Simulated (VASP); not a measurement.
# LiSc8 in VASP: a series of runs

The runs below take LiSc8 through single point, with PBE.

Everything below comes from runs of VASP 6.6.1. Logs are shortened: lines on timing, memory, paths and dates and some standing lists are left out, and cuts for length are marked.

## 1. The cell of the first run

The cell holds a slab with vacuum, 9 atoms: a = 6.639 Å, b = 5.163 Å, c = 19.113 Å, α = 90.00°, β = 90.00°, γ = 90.00°.

## 2. Single point, PBE

Input file INCAR:

```
SYSTEM = LiSc8
ALGO     = Normal         ! electronic algorithm
DIPOL    = 0.5 0.5 0.330
EDIFF    = 1E-6           ! SCF threshold, eV
ENCUT    = 520            ! plane-wave cutoff, eV
GGA      = PE             ! functional
IDIPOL   = 3            
ISIF     = 2              ! what is computed and relaxed
ISMEAR   = 0              ! smearing method
LASPH    = .TRUE.         ! aspherical terms in the spheres
LCHARG   = .FALSE.        ! write CHGCAR
LDIPOL   = .TRUE.       
LREAL    = .FALSE.        ! projectors in reciprocal space
LWAVE    = .FALSE.        ! write WAVECAR
NBANDS   = 56             ! bands
NELM     = 100            ! most SCF steps
PREC     = Accurate       ! precision mode
SIGMA    = 0.1            ! smearing width, eV
```

Input file KPOINTS:

```
k-points
0
G
  4 5 1
  0 0 0
```

Input file POSCAR:

```
LiSc8
1.0
    6.6389479791      0.0000000000      0.0000000000
    0.0000000000      5.1626219083      0.0000000000
    0.0000000000      0.0000000000     19.1132872497
Sc Li
8 1
Direct
    0.0000000000      0.7500000000      0.2092784955
    0.5000000000      0.7500000000      0.2092784955
    0.2500000000      0.2500000000      0.2594137541
    0.7500000000      0.2500000000      0.2594137541
    0.2500000000      0.7500000000      0.3452852846
    0.7500000000      0.7500000000      0.3452852846
    0.0000000000      0.2500000000      0.3983243254
    0.5000000000      0.2500000000      0.3983243254
    0.0625000000      0.3750000000      0.5463090118
```

Potentials or basis: VASP PAW PBE potentials, release 64 (Sc_sv, Li_sv).

Command:

```console
cat potpaw_PBE.64/Sc_sv/POTCAR potpaw_PBE.64/Li_sv/POTCAR > POTCAR
mpirun -np 1 vasp_std > vasp.out
```

OUTCAR:

```text
SYSTEM = LiSc8
   EDIFF = 1E-6
   ENCUT = 520
   GGA = PE
   ISIF = 2
   ISMEAR = 0
   LASPH = .TRUE.
   LREAL = .FALSE.
   NELM = 100
   PREC = Accurate

 ion  position               nearest neighbor table
   1  0.000  0.750  0.209-   5 3.08   6 3.08   3 3.21   4 3.21   3 3.21   4 3.21   2 3.32   2 3.32

   2  0.500  0.750  0.209-   5 3.08   6 3.08   3 3.21   4 3.21   3 3.21   4 3.21   1 3.32   1 3.32

   3  0.250  0.250  0.259-   5 3.06   5 3.06   8 3.13   7 3.13   1 3.21   1 3.21   2 3.21   2 3.21
                             4 3.32   4 3.32
   4  0.750  0.250  0.259-   6 3.06   6 3.06   8 3.13   7 3.13   1 3.21   1 3.21   2 3.21   2 3.21
                             3 3.32   3 3.32
   5  0.250  0.750  0.345-   3 3.06   3 3.06   1 3.08   2 3.08   8 3.23   7 3.23   7 3.23   8 3.23
                             6 3.32   6 3.32
   6  0.750  0.750  0.345-   4 3.06   4 3.06   1 3.08   2 3.08   8 3.23   7 3.23   7 3.23   8 3.23
                             5 3.32   5 3.32
   7  0.000  0.250  0.398-   9 2.93   4 3.13   3 3.13   6 3.23   5 3.23   5 3.23   6 3.23   8 3.32
                             8 3.32
   8  0.500  0.250  0.398-   3 3.13   4 3.13   5 3.23   6 3.23   5 3.23   6 3.23   7 3.32   7 3.32

   9  0.062  0.375  0.546-   7 2.93

  LATTYP: Found a simple orthorhombic cell.
 ALAT       =     5.1626219083
 B/A-ratio  =     1.2859643989
 C/A-ratio  =     3.7022442451

  Lattice vectors:

 A1 = (   0.0000000000,  -5.1626219083,   0.0000000000)
 A2 = (   6.6389479791,   0.0000000000,   0.0000000000)
 A3 = (   0.0000000000,   0.0000000000,  19.1132872497)

Analysis of symmetry for initial positions (statically):
=====================================================================
 Subroutine PRICEL returns:
 Original cell was already a primitive cell.

 Routine SETGRP: Setting up the symmetry group for a
 simple orthorhombic supercell.

 Subroutine GETGRP returns: Found  1 space group operations
 (whereof  1 operations were pure point group operations)
 out of a pool of  8 trial point group operations.

The static configuration has the point symmetry C_1 .

Analysis of symmetry for dynamics (positions and initial velocities):
=====================================================================
 Subroutine PRICEL returns:
 Original cell was already a primitive cell.

 Routine SETGRP: Setting up the symmetry group for a
 simple orthorhombic supercell.

 Subroutine GETGRP returns: Found  1 space group operations
 (whereof  1 operations were pure point group operations)
 out of a pool of  8 trial point group operations.

The dynamic configuration has the point symmetry C_1 .

 Subroutine INISYM returns: Found  1 space group operations
 (whereof  1 operations are pure point group operations),
 and found     1 'primitive' translations

----------------------------------------------------------------------------------------

                                     Primitive cell

  volume of cell :     655.0960

  direct lattice vectors                    reciprocal lattice vectors
     6.638947979  0.000000000  0.000000000     0.150626274  0.000000000  0.000000000
     0.000000000  5.162621908  0.000000000     0.000000000  0.193700026  0.000000000
     0.000000000  0.000000000 19.113287250     0.000000000  0.000000000  0.052319624

  length of vectors
     6.638947979  5.162621908 19.113287250     0.150626274  0.193700026  0.052319624

  position of ions in fractional coordinates (direct lattice)
     0.000000000  0.750000000  0.209278496
     0.500000000  0.750000000  0.209278496
     0.250000000  0.250000000  0.259413754
     0.750000000  0.250000000  0.259413754
     0.250000000  0.750000000  0.345285285
     0.750000000  0.750000000  0.345285285
     0.000000000  0.250000000  0.398324325
     0.500000000  0.250000000  0.398324325
     0.062500000  0.375000000  0.546309012

  ion indices of the primitive-cell ions
   primitive index   ion index
                 1           1
                 2           2
                 3           3
                 4           4
                 5           5
                 6           6
                 7           7
                 8           8
                 9           9

----------------------------------------------------------------------------------------

 KPOINTS: k-points

Automatic generation of k-mesh.
 Grid dimensions read from file:
 generate k-points for:    4    5    1

 Generating k-lattice:

  Cartesian coordinates                     Fractional coordinates (reciprocal lattice)
     0.037656569  0.000000000  0.000000000     0.250000000  0.000000000  0.000000000
     0.000000000  0.038740005  0.000000000     0.000000000  0.200000000  0.000000000
     0.000000000  0.000000000  0.052319624     0.000000000  0.000000000  1.000000000

  Length of vectors
     0.037656569  0.038740005  0.052319624

  Shift w.r.t. Gamma in fractional coordinates (k-lattice)
     0.000000000  0.000000000  0.000000000

 Subroutine IBZKPT returns following result:
 ===========================================

 Found     11 irreducible k-points:

 Following reciprocal coordinates:
            Coordinates               Weight
  0.000000  0.000000  0.000000      1.000000
  0.250000  0.000000  0.000000      2.000000
  0.500000  0.000000  0.000000      1.000000
  0.000000  0.200000  0.000000      2.000000
  0.250000  0.200000  0.000000      2.000000
 -0.250000  0.200000  0.000000      2.000000
  0.500000  0.200000  0.000000      2.000000
  0.000000  0.400000  0.000000      2.000000
  0.250000  0.400000  0.000000      2.000000
 -0.250000  0.400000  0.000000      2.000000
  0.500000  0.400000  0.000000      2.000000
   k-points           NKPTS =     11   k-points in BZ     NKDIM =     11   number of bands    NBANDS=     56
   number of dos      NEDOS =    301   number of ions     NIONS =      9
   total plane-waves  NPLWV = 288000
   dimension x,y,z NGX =    50 NGY =   40 NGZ =  144
   dimension x,y,z NGXF=   100 NGYF=   80 NGZF=  288
   ions per type =               8   1
   NGX,Y,Z   is equivalent  to a cutoff of  12.52, 12.88, 12.53 a.u.
   NGXF,Y,Z  is equivalent  to a cutoff of  25.04, 25.76, 25.05 a.u.
 SYSTEM =  LiSc8
   PREC   = accura    normal or accurate (medium, high low for compatibility)
   ISTART =      0    job   : 0-new  1-cont  2-samecut
   ICHARG =      2    charge: 1-file 2-atom 10-const
   ISPIN  =      1    spin polarized calculation?
   LNONCOLLINEAR =      F non collinear calculations
   LSORBIT =      F    spin-orbit coupling
   LASPH  =      T    aspherical Exc in radial PAW
   ENCUT  =  520.0 eV  38.22 Ry    6.18 a.u.  12.34  9.60 35.54*2*pi/ulx,y,z
   NELM   =    100;   NELMIN=  2; NELMDL= -5     # of ELM steps
   EDIFF  = 0.1E-05   stopping-criterion for ELM
   LREAL  =      F    real-space projection
   EDIFFG = 0.1E-04   stopping-criterion for IOM
   NSW    =      0    number of steps for IOM
   IBRION =     -1    ionic relax: 0-MD 1-quasi-New 2-CG
   NFREE  =      0    steps in history (QN), initial steepest desc. (CG)
   ISIF   =      2    stress and relaxation
   ISYM   =      2    0-nonsym 1-usesym 2-fastsym
   POTIM  = 0.5000    time-step for ionic-motion
   TEBEG  =    0.0;   TEEND  =   0.0 temperature during run
   PSTRESS=    0.0 pullay stress
   NELECT =      91.0000    total number of electrons
   NUPDOWN=      -1.0000    fix difference up-down
   EMIN   =  10.00;   EMAX   =-10.00  energy-range for DOS
   EFERMI =   0.00;   METHOD = LEGACY
   ISMEAR =     0;   SIGMA  =   0.10  broadening in eV -4-tet -1-fermi 0-gaus
   EFERMI_NEDOS =   21; number of points for ismear=-14 and -15
   IALGO  =     38    algorithm
   IMIX   =      4    mixing-type and parameters
     AMIX     =   0.40;   BMIX     =  1.00
     AMIX_MAG =   1.60;   BMIX_MAG =  1.00
  volume/ion in A,a.u.               =      72.79       491.20
  Fermi-wavevector in a.u.,A,eV,Ry     =   0.847852  1.602209  9.780601  0.718854
  Thomas-Fermi vector in A             =   1.963424
   LORBIT       =      0    0 simple, 1 ext, 2 COOP (PROOUT), +10 PAW based schemes
   GGA     = PE    functional components
   LHFCALC =     F    Hartree Fock is set to
   AEXX    =    0.0000 exact exchange contribution
   IVDW    =     0    specifies the selected vdW correction
   LEPSILON=     F    determine dielectric tensor
   LRPA    =     F    only Hartree local field effects (RPA)
 non-spin polarized calculation
 Gauss-broadening in eV      SIGMA  =   0.10
  energy-cutoff  :      520.00
  volume of cell :      655.10
 maximum number of plane-waves:     17709
 NGX is ok and might be reduce to    50
   NGX = 25   NGY = 19   NGZ = 71

 dipolmoment           0.000000      0.000000      0.297541 electrons x Angstroem

 number of electron      90.9999996 magnetization

 dipolmoment           0.000000      0.000000     -0.209730 electrons x Angstroem

 Free energy of the ion-electron system (eV)
  ---------------------------------------------------
  ext. energy  EPLUGINS =         0.00000000
  ---------------------------------------------------
  free energy    TOTEN  =       -46.45232928 eV

  energy without entropy =      -46.37740032  energy(sigma->0) =      -46.41486480

 E-fermi :  -0.6989     XC(G=0):  -4.3656

 val. band max:       -0.7506696312   @ k =  -0.2500   0.4000   0.0000
 cond. band min:      -0.6955284957   @ k =  -0.2500   0.2000   0.0000
 fundamental gap:      0.0551411356
 Fermi energy:        -0.6989376174

 k-point     1 :       0.0000    0.0000    0.0000
  band No.  band energies     occupation
      1     -50.5798      2.00000
      2     -50.5217      2.00000
      3     -50.5016      2.00000
      4     -50.4672      2.00000
      5     -50.0934      2.00000
      6     -50.0806      2.00000
[... 638 lines left out ...]
     55       0.1389      0.00000
     56       0.2540      0.00000

------------------------ aborting loop because EDIFF is reached ----------------------------------------

 vacuum level on the upper side and lower side of the slab       (xc-potential included)        -1.004         0.174

  FORCE on cell =-STRESS in cart. coord.  units (eV):
  Direction    XX          YY          ZZ          XY          YZ          ZX
  --------------------------------------------------------------------------------------
  -------------------------------------------------------------------------------------
  Total       -0.4735527     -2.9613971     -0.3307151      0.0809786      0.8984270      0.3292282
  in kB       -1.1581743     -7.2427294     -0.8088344      0.1980504      2.1972951      0.8051978
  external PRESSURE =      -3.0699127 kB  Pullay stress =       0.0000000 kB

 VOLUME and BASIS-vectors are now :
 -----------------------------------------------------------------------------
  energy-cutoff  :      520.00
  volume of cell :      655.10
      direct lattice vectors                 reciprocal lattice vectors
     6.638947979  0.000000000  0.000000000     0.150626274  0.000000000  0.000000000
     0.000000000  5.162621908  0.000000000     0.000000000  0.193700026  0.000000000
     0.000000000  0.000000000 19.113287250     0.000000000  0.000000000  0.052319624

 POSITION                                       TOTAL-FORCE (eV/Angst)
 -----------------------------------------------------------------------------------
      0.00000      3.87197      4.00000        -0.016086     -0.013405     -0.147645
      3.31947      3.87197      4.00000         0.016887     -0.005049     -0.166212
      1.65974      1.29066      4.95825         0.014052      0.012074      0.207820
      4.97921      1.29066      4.95825        -0.010014      0.013417      0.223493
      1.65974      3.87197      6.59954         0.014774     -0.067464      0.199811
      4.97921      3.87197      6.59954        -0.017938     -0.049802      0.045737
      0.00000      1.29066      7.61329        -0.011373     -0.184102     -0.595423
      3.31947      1.29066      7.61329        -0.110499      0.018628      0.223239
      0.41493      1.93598     10.44176         0.120197      0.275704      0.009182
 -----------------------------------------------------------------------------------
    total drift:                                0.000123     -0.000281     -0.000021

  FREE ENERGIE OF THE ION-ELECTRON SYSTEM (eV)
  ---------------------------------------------------
  free  energy   TOTEN  =       -46.4523292776 eV

  energy  without entropy=      -46.3774003183  energy(sigma->0) =      -46.41486480

 vacuum level on the upper side and lower side of the slab         1.128         2.339
```

It took 30 min on 1 thread of Intel Xeon 8259CL, shared host; peak memory 0.76 GiB.

Results:

```yaml
Free_energy: -46.4523 eV
Largest_force: 0.623 eV/Å
Band_gap_on_the_k_mesh: zero (an odd number of electrons rules out a gap without spin polarisation)
```

Forces on the atoms (eV/Å):
```
Sc  -0.016 -0.013 -0.148
Sc   0.017 -0.005 -0.166
Sc   0.014  0.012  0.208
Sc  -0.010  0.013  0.223
Sc   0.015 -0.067  0.200
Sc  -0.018 -0.050  0.046
Sc  -0.011 -0.184 -0.595
Sc  -0.110  0.019  0.223
Li   0.120  0.276  0.009
```

Caveat: the cutoff is under 1.25 times the usual one of these potentials, so pressure, stress and relaxed cells hold a basis-set (Pulay) error.

[end of part 1 of 2]

The gap in the log of VASP goes by the Fermi energy; the results here count the filled bands.